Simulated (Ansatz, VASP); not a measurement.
**Two plane-wave programs on Mg**

```xyz
1
Lattice="-1.5844 1.5844 2.2404 1.5844 -1.5844 2.2404 1.5844 1.5844 -2.2404" Properties=species:S:1:pos:R:3 pbc="T T T"
Mg    0.0000    0.0000    0.0000
```

Alike in both runs: task single point; functional PBEsol; k mesh 26 × 26 × 26; occupations gaussian, width 0.15 eV; no spin polarisation.

```csv
,VASP,Ansatz
version,VASP 6.6.1,Ansatz 0.2.0
potentials or method,"VASP PAW PBE potentials, release 64 (Mg), cutoff 520 eV","scalar-relativistic, plane waves, PAW"
valence electrons in the cell,2,10
```

```tsv
	VASP	Ansatz	Ansatz less VASP
gap on the k mesh at the Fermi level (eV)	none	none	-
pressure (GPa)	0.3	0.3	+0.05
```

VASP's potentials were made for PBE, not for PBEsol. A gap of «none» marks a metal or a gap that the smearing closes. With one functional, cell and mesh, what is left measures potentials, basis and numerics. VASP's potentials hold 2 valence electrons a cell and Ansatz's 10, so a difference there can come from the potentials and not from the codes.
